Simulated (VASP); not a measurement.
# CuO (C2/c) in VASP: a series of runs

The runs below take CuO through single point, with PBE.

Program: VASP 6.6.1. These are calculated values, not measurements. Logs are shortened: lines on timing, memory, paths and dates and some standing lists are left out, and cuts for length are marked.

## 1. The cell of the first run

The structure is monoclinic, space group C2/c (No. 15). The conventional cell has a = 4.683 Å, b = 3.421 Å, c = 5.129 Å, α = 90.00°, β = 99.57°, γ = 90.00°. Cu (site symmetry -1) has 4 O at 1.95 to 1.96 Å within 2.6 Å. O (site symmetry 2) has 4 Cu at 1.95 to 1.96 Å within 2.6 Å.

## 2. Single point, PBE

Input file INCAR:

```
SYSTEM = CuO
  ALGO = Normal
  EDIFF = 1E-7
  ENCUT = 520
  GGA = PE
  ISIF = 2
  ISMEAR = 0
  LASPH = .TRUE.
  LCHARG = .FALSE.
  LREAL = .FALSE.
  LWAVE = .FALSE.
  NBANDS = 25
  NELM = 80
  PREC = Accurate
  SIGMA = 0.1
```

Input file KPOINTS:

```
k-points
0
G
  7 7 4
  0 0 0
```

Input file POSCAR:

```
CuO
1.0
    2.3416500000     -1.7104000000      0.0000000000
    2.3416500000      1.7104000000      0.0000000000
   -0.8525100000      0.0000000000      5.0580600000
Cu O
2 2
Direct
    0.0000000000      0.5000000000      0.0000000000
    0.5000000000      0.0000000000      0.5000000000
    0.5821000000      0.4179000000      0.2500000000
    0.4179000000      0.5821000000      0.7500000000
```

Potentials or basis: VASP PAW PBE potentials, release 64 (Cu, O).

Command:

```
$ cat potpaw_PBE.64/Cu/POTCAR potpaw_PBE.64/O/POTCAR > POTCAR
$ mpirun -np 1 vasp_std > vasp.out
```

OUTCAR:

```text
SYSTEM = CuO
   EDIFF = 1E-7
   ENCUT = 520
   GGA = PE
   ISIF = 2
   ISMEAR = 0
   LASPH = .TRUE.
   LREAL = .FALSE.
   NELM = 80
   PREC = Accurate

 ion  position               nearest neighbor table
   1  0.000  0.500  0.000-   3 1.95   4 1.95   4 1.96   3 1.96
   2  0.500  0.000  0.500-   4 1.95   3 1.95   4 1.96   3 1.96
   3  0.582  0.418  0.250-   2 1.95   1 1.95   2 1.96   1 1.96
   4  0.418  0.582  0.750-   1 1.95   2 1.95   2 1.96   1 1.96

  LATTYP: Found a base centered monoclinic cell.
 ALAT       =     4.6833000000
 B/A-ratio  =     0.7304251276
 C/A-ratio  =     1.0952533450
 COS(beta)  =    -0.1662007255

  Lattice vectors:

 A1 = (   2.3416500000,  -1.7104000000,   0.0000000000)
 A2 = (   2.3416500000,   1.7104000000,   0.0000000000)
 A3 = (  -0.8525100000,   0.0000000000,   5.0580600000)

Analysis of symmetry for initial positions (statically):
=====================================================================
 Subroutine PRICEL returns:
 Original cell was already a primitive cell.

 Routine SETGRP: Setting up the symmetry group for a
 base centered monoclinic supercell.

 Subroutine GETGRP returns: Found  4 space group operations
 (whereof  2 operations were pure point group operations)
 out of a pool of  4 trial point group operations.

The static configuration has the point symmetry S_2 .
 The point group associated with its full space group is C_2h.

Analysis of symmetry for dynamics (positions and initial velocities):
=====================================================================
 Subroutine PRICEL returns:
 Original cell was already a primitive cell.

 Routine SETGRP: Setting up the symmetry group for a
 base centered monoclinic supercell.

 Subroutine GETGRP returns: Found  4 space group operations
 (whereof  2 operations were pure point group operations)
 out of a pool of  4 trial point group operations.

The dynamic configuration has the point symmetry S_2 .
 The point group associated with its full space group is C_2h.

 Subroutine INISYM returns: Found  4 space group operations
 (whereof  2 operations are pure point group operations),
 and found     1 'primitive' translations

----------------------------------------------------------------------------------------

                                     Primitive cell

  volume of cell :      40.5167

  direct lattice vectors                    reciprocal lattice vectors
     2.341650000 -1.710400000  0.000000000     0.213524651 -0.292329280  0.035988482
     2.341650000  1.710400000  0.000000000     0.213524651  0.292329280  0.035988482
    -0.852510000  0.000000000  5.058060000     0.000000000  0.000000000  0.197704258

  length of vectors
     2.899791869  2.899791869  5.129399991     0.363791637  0.363791637  0.197704258

  position of ions in fractional coordinates (direct lattice)
     0.000000000  0.500000000  0.000000000
     0.500000000  0.000000000  0.500000000
     0.582100000  0.417900000  0.250000000
     0.417900000  0.582100000  0.750000000

  ion indices of the primitive-cell ions
   primitive index   ion index
                 1           1
                 2           2
                 3           3
                 4           4

----------------------------------------------------------------------------------------

 KPOINTS: k-points

Automatic generation of k-mesh.
 Grid dimensions read from file:
 generate k-points for:    7    7    4

 Generating k-lattice:

  Cartesian coordinates                     Fractional coordinates (reciprocal lattice)
     0.030503522 -0.041761326  0.005141212     0.142857143  0.000000000  0.000000000
     0.030503522  0.041761326  0.005141212     0.000000000  0.142857143  0.000000000
     0.000000000  0.000000000  0.049426065     0.000000000  0.000000000  0.250000000

  Length of vectors
     0.051970234  0.051970234  0.049426065

  Shift w.r.t. Gamma in fractional coordinates (k-lattice)
     0.000000000  0.000000000  0.000000000

 Subroutine IBZKPT returns following result:
 ===========================================

 Found     60 irreducible k-points:

 Following reciprocal coordinates:
            Coordinates               Weight
  0.000000  0.000000  0.000000      1.000000
  0.142857  0.000000 -0.000000      4.000000
  0.285714  0.000000 -0.000000      4.000000
  0.428571  0.000000  0.000000      4.000000
  0.142857  0.142857  0.000000      2.000000
  0.285714  0.142857  0.000000      4.000000
[... 16 lines left out ...]
 -0.142857 -0.000000  0.250000      4.000000
  0.142857  0.142857  0.250000      2.000000
 [... further k-points ...]
   k-points           NKPTS =     60   k-points in BZ     NKDIM =     60   number of bands    NBANDS=     25
   number of dos      NEDOS =    301   number of ions     NIONS =      4
   total plane-waves  NPLWV =  23040
   dimension x,y,z NGX =    24 NGY =   24 NGZ =   40
   dimension x,y,z NGXF=    48 NGYF=   48 NGZF=   80
   ions per type =               2   2
   NGX,Y,Z   is equivalent  to a cutoff of  13.76, 13.76, 12.96 a.u.
   NGXF,Y,Z  is equivalent  to a cutoff of  27.52, 27.52, 25.93 a.u.
 SYSTEM =  CuO
   PREC   = accura    normal or accurate (medium, high low for compatibility)
   ISTART =      0    job   : 0-new  1-cont  2-samecut
   ICHARG =      2    charge: 1-file 2-atom 10-const
   ISPIN  =      1    spin polarized calculation?
   LNONCOLLINEAR =      F non collinear calculations
   LSORBIT =      F    spin-orbit coupling
   LASPH  =      T    aspherical Exc in radial PAW
   ENCUT  =  520.0 eV  38.22 Ry    6.18 a.u.   5.39  5.39  9.54*2*pi/ulx,y,z
   NELM   =     80;   NELMIN=  2; NELMDL= -5     # of ELM steps
   EDIFF  = 0.1E-06   stopping-criterion for ELM
   LREAL  =      F    real-space projection
   EDIFFG = 0.1E-05   stopping-criterion for IOM
   NSW    =      0    number of steps for IOM
   IBRION =     -1    ionic relax: 0-MD 1-quasi-New 2-CG
   NFREE  =      0    steps in history (QN), initial steepest desc. (CG)
   ISIF   =      2    stress and relaxation
   ISYM   =      2    0-nonsym 1-usesym 2-fastsym
   POTIM  = 0.5000    time-step for ionic-motion
   TEBEG  =    0.0;   TEEND  =   0.0 temperature during run
   PSTRESS=    0.0 pullay stress
   NELECT =      34.0000    total number of electrons
   NUPDOWN=      -1.0000    fix difference up-down
   EMIN   =  10.00;   EMAX   =-10.00  energy-range for DOS
   EFERMI =   0.00;   METHOD = LEGACY
   ISMEAR =     0;   SIGMA  =   0.10  broadening in eV -4-tet -1-fermi 0-gaus
   EFERMI_NEDOS =   21; number of points for ismear=-14 and -15
   IALGO  =     38    algorithm
   IMIX   =      4    mixing-type and parameters
     AMIX     =   0.40;   BMIX     =  1.00
     AMIX_MAG =   1.60;   BMIX_MAG =  1.00
  volume/ion in A,a.u.               =      10.13        68.35
  Fermi-wavevector in a.u.,A,eV,Ry     =   1.544152  2.918023 32.441786  2.384404
  Thomas-Fermi vector in A             =   2.649713
   LORBIT       =      0    0 simple, 1 ext, 2 COOP (PROOUT), +10 PAW based schemes
   GGA     = PE    functional components
   LHFCALC =     F    Hartree Fock is set to
   AEXX    =    0.0000 exact exchange contribution
   IVDW    =     0    specifies the selected vdW correction
   LEPSILON=     F    determine dielectric tensor
   LRPA    =     F    only Hartree local field effects (RPA)
 non-spin polarized calculation
 Gauss-broadening in eV      SIGMA  =   0.10
  energy-cutoff  :      520.00
  volume of cell :       40.52
 maximum number of plane-waves:      1129
 NGX is ok and might be reduce to    24
   NGX = 11   NGY = 11   NGZ = 19

 number of electron      34.0000000 magnetization

 Free energy of the ion-electron system (eV)
  ---------------------------------------------------
  ext. energy  EPLUGINS =         0.00000000
  ---------------------------------------------------
  free energy    TOTEN  =       -19.52713618 eV

  energy without entropy =      -19.51503713  energy(sigma->0) =      -19.52108666

 E-fermi :   5.7322     XC(G=0): -11.9187

 val. band max:        5.7175139690   @ k =   0.4286   0.0000   0.0000
 cond. band min:       5.7464207771   @ k =  -0.1429  -0.0000   0.2500
 fundamental gap:      0.0289068082
 Fermi energy:         5.7322164335

 k-point     1 :       0.0000    0.0000    0.0000
  band No.  band energies     occupation
      1     -14.2084      2.00000
      2     -12.8828      2.00000
      3      -2.4273      2.00000
      4       0.1668      2.00000
      5       0.5605      2.00000
      6       2.4134      2.00000
[... 17 lines left out ...]
     24      22.1405      0.00000
     25      22.4590      0.00000

 k-point     2 :       0.1429    0.0000   -0.0000
  band No.  band energies     occupation
      1     -14.0737      2.00000
      2     -12.8398      2.00000
      3      -2.2082      2.00000
      4       0.1301      2.00000
      5       0.5071      2.00000
      6       1.1806      2.00000
[... 17 lines left out ...]
     24      21.3300      0.00000
     25      22.4563      0.00000

 k-point     3 :       0.2857    0.0000   -0.0000
  band No.  band energies     occupation
      1     -13.7503      2.00000
      2     -12.7415      2.00000
      3      -1.6995      2.00000
      4      -0.4022      2.00000
      5       0.0218      2.00000
      6       0.5349      2.00000
[... 17 lines left out ...]
     24      19.8358      0.00000
     25      21.8550      0.00000

 k-point     4 :       0.4286    0.0000    0.0000
  band No.  band energies     occupation
      1     -13.4645      2.00000
      2     -12.6620      2.00000
      3      -1.3950      2.00000
      4      -1.2691      2.00000
      5      -0.0198      2.00000
      6       0.5586      2.00000
[... 17 lines left out ...]
     24      18.5986      0.00000
     25      21.3911      0.00000
[... 477 lines left out ...]
 k-point    22 :      -0.2857   -0.0000    0.2500
  band No.  band energies     occupation
      1     -13.6432      2.00000
      2     -12.8820      2.00000
      3      -1.3365      2.00000
      4      -0.2086      2.00000
      5       0.0010      2.00000
      6       0.4659      2.00000
[... 17 lines left out ...]
     24      20.3876      0.00000
     25      22.3552      0.00000

 k-point    23 :      -0.1429   -0.0000    0.2500
  band No.  band energies     occupation
      1     -13.9362      2.00000
      2     -13.0287      2.00000
      3      -1.7189      2.00000
      4       0.1886      2.00000
      5       0.5069      2.00000
      6       1.2308      2.00000
[... 17 lines left out ...]
     24      20.7434      0.00000
     25      22.8016      0.00000

 k-point    24 :       0.1429    0.1429    0.2500
  band No.  band energies     occupation
      1     -13.8067      2.00000
      2     -13.0700      2.00000
      3      -1.5519      2.00000
      4       0.3226      2.00000
      5       0.3623      2.00000
      6       1.0931      2.00000
[... 17 lines left out ...]
     24      20.9257      0.00000
     25      21.6768      0.00000

 [... further k-points ...]
[... 5 lines left out ...]
  --------------------------------------------------------------------------------------
  -------------------------------------------------------------------------------------
  Total        1.6125471      1.8361226      1.4373533      0.0000000      0.0000000     -0.3021213
  in kB       63.7660243     72.6070197     56.8382219      0.0000000      0.0000000    -11.9469833
  external PRESSURE =      64.4037553 kB  Pullay stress =       0.0000000 kB

 VOLUME and BASIS-vectors are now :
 -----------------------------------------------------------------------------
  energy-cutoff  :      520.00
  volume of cell :       40.52
      direct lattice vectors                 reciprocal lattice vectors
     2.341650000 -1.710400000  0.000000000     0.213524651 -0.292329280  0.035988482
     2.341650000  1.710400000  0.000000000     0.213524651  0.292329280  0.035988482
    -0.852510000  0.000000000  5.058060000     0.000000000  0.000000000  0.197704258

 POSITION                                       TOTAL-FORCE (eV/Angst)
 -----------------------------------------------------------------------------------
      1.17083      0.85520      0.00000         0.000000     -0.000000      0.000000
      0.74457     -0.85520      2.52903         0.000000      0.000000      0.000000
      2.12852     -0.28085      1.26452        -0.000000      0.246157      0.000000
      1.70227      0.28085      3.79354        -0.000000     -0.246157      0.000000
 -----------------------------------------------------------------------------------
    total drift:                               -0.000000      0.000000     -0.000000

  FREE ENERGIE OF THE ION-ELECTRON SYSTEM (eV)
  ---------------------------------------------------
  free  energy   TOTEN  =       -19.5271361824 eV

  energy  without entropy=      -19.5150371297  energy(sigma->0) =      -19.52108666
```

It took 41 s on 1 thread of Intel Xeon 6975P-C, shared host; peak memory 0.19 GiB.

What came out:

- Free energy: -19.5271 eV
- Pressure: 6.4 GPa
- Largest force: 0.246 eV/Å
- Band gap on the k mesh: zero (band 17 reaches 5.97 eV, above the bottom of band 18 at 5.32 eV)

Forces on the atoms (eV/Å):
```
Cu   0.000  0.000  0.000
Cu   0.000  0.000  0.000
O    0.000  0.246  0.000
O    0.000 -0.246  0.000
```

Stress tensor (GPa, compression positive):
```
 6.38  0.00 -1.19
 0.00  7.26  0.00
-1.19  0.00  5.68
```

Caveat: semilocal functionals often make such compounds metallic where correlation or magnetic order opens a gap, which also shifts bond lengths. With open d or f shells a metallic result of PBE can be an artefact of self-interaction; +U or a hybrid may open a gap.

## 3. Single point, PBE

Input file INCAR:

```
SYSTEM = CuO
  ALGO = Normal
  EDIFF = 1E-6
  ENCUT = 700
  GGA = PE
  GGA_COMPAT = .FALSE.
  ISIF = 2
  ISMEAR = 0
  LASPH = .TRUE.
  LCHARG = .FALSE.
  LREAL = .FALSE.
  LWAVE = .FALSE.
  NBANDS = 33
  NELM = 120
  PREC = Accurate
  SIGMA = 0.1
```

KPOINTS is that of step 2.

POSCAR is that of step 2.

Potentials or basis: VASP PAW PBE potentials, release 64 (Cu_sv_GW, O).

Command:

```
$ cat potpaw_PBE.64/Cu_sv_GW/POTCAR potpaw_PBE.64/O/POTCAR > POTCAR
$ mpirun -np 1 vasp_std > vasp.out
```

OUTCAR:

```text
SYSTEM = CuO
   EDIFF = 1E-6
   ENCUT = 700
   GGA = PE
   ISIF = 2
   ISMEAR = 0
   LASPH = .TRUE.
   LREAL = .FALSE.
   NELM = 120
   PREC = Accurate

 ion  position               nearest neighbor table
   1  0.000  0.500  0.000-   3 1.95   4 1.95   4 1.96   3 1.96
   2  0.500  0.000  0.500-   4 1.95   3 1.95   4 1.96   3 1.96
   3  0.582  0.418  0.250-   2 1.95   1 1.95   2 1.96   1 1.96
   4  0.418  0.582  0.750-   1 1.95   2 1.95   2 1.96   1 1.96

[... 1068 lines left out ...]
  FORCE on cell =-STRESS in cart. coord.  units (eV):
  Direction    XX          YY          ZZ          XY          YZ          ZX
  --------------------------------------------------------------------------------------
  -------------------------------------------------------------------------------------
  Total        0.6292903      0.9737211      0.4442927      0.0000000      0.0000000     -0.2810629
  in kB       24.8844473     38.5045014     17.5689607      0.0000000      0.0000000    -11.1142575
  external PRESSURE =      26.9859698 kB  Pullay stress =       0.0000000 kB

 VOLUME and BASIS-vectors are now :
 -----------------------------------------------------------------------------
  energy-cutoff  :      700.00
  volume of cell :       40.52
      direct lattice vectors                 reciprocal lattice vectors
     2.341650000 -1.710400000  0.000000000     0.213524651 -0.292329280  0.035988482
     2.341650000  1.710400000  0.000000000     0.213524651  0.292329280  0.035988482
    -0.852510000  0.000000000  5.058060000     0.000000000  0.000000000  0.197704258

 POSITION                                       TOTAL-FORCE (eV/Angst)
 -----------------------------------------------------------------------------------
      1.17083      0.85520      0.00000        -0.000000      0.000000      0.000000
      0.74457     -0.85520      2.52903        -0.000000     -0.000000      0.000000
      2.12852     -0.28085      1.26452         0.000000      0.280281      0.000000
      1.70227      0.28085      3.79354        -0.000000     -0.280281      0.000000
 -----------------------------------------------------------------------------------
    total drift:                                0.000000      0.000000      0.000000

  FREE ENERGIE OF THE ION-ELECTRON SYSTEM (eV)
  ---------------------------------------------------
  free  energy   TOTEN  =       -19.6844383521 eV

  energy  without entropy=      -19.6722558417  energy(sigma->0) =      -19.67834710
```

OSZICAR:

```text
N       E                     dE             d eps       ncg     rms          rms(c)
DAV:   1     0.990382613039E+03    0.99038E+03   -0.37780E+04  6307   0.533E+03
DAV:   2     0.768829374448E+02   -0.91350E+03   -0.87728E+03  6658   0.137E+03
DAV:   3    -0.212981824091E+02   -0.98181E+02   -0.96023E+02  7586   0.478E+02
DAV:   4    -0.255255792947E+02   -0.42274E+01   -0.42097E+01  6376   0.112E+02
DAV:   5    -0.257257106524E+02   -0.20013E+00   -0.20004E+00  6952   0.216E+01    0.174E+01
DAV:   6    -0.239990941937E+02    0.17266E+01   -0.45160E+01  6944   0.333E+02    0.162E+01
DAV:   7    -0.196333621476E+02    0.43657E+01   -0.15371E+01  6416   0.282E+02    0.373E+00
DAV:   8    -0.197027180126E+02   -0.69356E-01   -0.13937E+00  6520   0.137E+01    0.195E+00
DAV:   9    -0.196874047359E+02    0.15313E-01   -0.56969E-02  7512   0.122E+01    0.552E-01
DAV:  10    -0.196842777550E+02    0.31270E-02   -0.92257E-03  7152   0.581E+00    0.125E-01
DAV:  11    -0.196844901824E+02   -0.21243E-03   -0.11986E-03  6736   0.496E-01    0.662E-02
DAV:  12    -0.196844383817E+02    0.51801E-04   -0.23757E-04  7000   0.374E-01    0.132E-02
DAV:  13    -0.196844376515E+02    0.73023E-06   -0.20749E-05  6472   0.163E-01    0.650E-03
DAV:  14    -0.196844383521E+02   -0.70059E-06   -0.11014E-06  3248   0.818E-02
   1 F= -.19684438E+02 E0= -.19678347E+02  d E =-.121825E-01
```

It took 3.4 min on 1 thread of AMD EPYC 9R45 (Zen 5), shared host; peak memory 0.23 GiB.

Results:

| Quantity | Value |
| --- | --- |
| Free energy | -19.6844 eV |
| Pressure | 2.7 GPa |
| Largest force | 0.280 eV/Å |
| Band gap on the k mesh | zero (band 25 reaches 6.00 eV, above the bottom of band 26 at 5.36 eV) |

Forces on the atoms (eV/Å):
```
Cu   0.000  0.000  0.000
Cu   0.000  0.000  0.000
O    0.000  0.280  0.000
O    0.000 -0.280  0.000
```

Stress tensor (GPa, compression positive):
```
 2.49  0.00 -1.11
 0.00  3.85  0.00
-1.11  0.00  1.76
```

Levels at points of the mesh, in eV from the Fermi level:
```csv
k point,band 22,band 23,band 24,band 25,band 26,band 27,band 28,band 29
"(0.00, 0.00, 0.00)",-2.23,-2.17,-1.67,0.20,0.93,1.67,5.97,8.11
"(0.00, 0.00, 0.50)",-2.24,-1.54,-1.54,0.23,0.23,3.89,3.89,11.63
```

Caveat: semilocal functionals often make such compounds metallic where correlation or magnetic order opens a gap, which also shifts bond lengths.
